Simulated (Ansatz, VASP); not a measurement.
**One calculation of ZnS, two programs**

Contents of INCAR:

```
SYSTEM = ZnS
ALGO = Normal
EDIFF = 1E-7
EDIFFG = -0.04
ENCUT = 600
GGA = PE
IBRION = 2
ISIF = 3
ISMEAR = 0
LASPH = .True.
LCHARG = .False.
LREAL = .False.
LWAVE = .False.
NELM = 80
NSW = 90
PREC = Accurate
SIGMA = 0.1
```

The input KPOINTS:

```
k-points
0
Gamma
  6 6 6
  0 0 0
```

Contents of POSCAR:

```
ZnS
1.0
    5.7010613900      0.0000000000      0.0000000000
   -2.8505307000      4.9372640000      0.0000000000
    0.0000000000      0.0000000000      3.3621591600
Zn S
3 3
Direct
    0.6226507000      0.0000000000      0.6666666700
    0.0000000000      0.6226507000      0.3333333300
    0.3773493000      0.3773493000      0.0000000000
    0.3773493000      0.0000000000      0.1666666700
    0.0000000000      0.3773493000      0.8333333300
    0.6226507000      0.6226507000      0.5000000000
```

Input for Ansatz:

```yaml
crystal:
  lattice:
    - [5.70106139, 0.0, 0.0]
    - [-2.8505307, 4.937264, 0.0]
    - [0.0, 0.0, 3.36215916]
  atoms:
    - { symbol: Zn, position: [0.6226507, 0.0, 0.66666667] }
    - { symbol: Zn, position: [0.0, 0.6226507, 0.33333333] }
    - { symbol: Zn, position: [0.3773493, 0.3773493, 0.0] }
    - { symbol: S, position: [0.3773493, 0.0, 0.16666667] }
    - { symbol: S, position: [0.0, 0.3773493, 0.83333333] }
    - { symbol: S, position: [0.6226507, 0.6226507, 0.5] }
basis:
  ecutwfc: 420
kpoints:
  mp_grid: { grid: [6, 6, 6] }
hamiltonian:
  xc: pbe
scf:
  occupations: { method: gaussian, width: 0.1 }
  lower_state_search: "off"
output:
  forces: true
  stress: true
  eigenvalues: true
relax:
  adjacent_minimum: "off"
  f_tol: 0.04
  max_steps: 70
  cell: { stress_tol: 0.4 }
```

Alike in both runs: task relaxation of cell and atoms; functional PBE; k mesh 6 × 6 × 6; occupations gaussian, width 0.1 eV; no spin polarisation.

```csv
,VASP,Ansatz
version,VASP 6.6.1,Ansatz 0.2.0
potentials or method,"VASP PAW PBE potentials, release 64 (Zn, S), cutoff 600 eV","scalar-relativistic, plane waves, PAW"
valence electrons in the cell,54,54
```

Ansatz gave:

- gap on the k mesh at the Fermi level, each at its own relaxed structure (eV): 1.91
- relaxed volume (Å³/atom): 19.68
- relaxed length of the cell vector where the two differ most in proportion (Å): 3.692

Problem. Estimate VASP's values.

Solution. gap on the k mesh at the Fermi level, each at its own relaxed structure (eV): 1.88; relaxed volume (Å³/atom): 19.77; relaxed length of the cell vector where the two differ most in proportion (Å): 3.709.

Noted on VASP's run: the volume moved by over 15 % at a fixed basis, so the end points are rough.
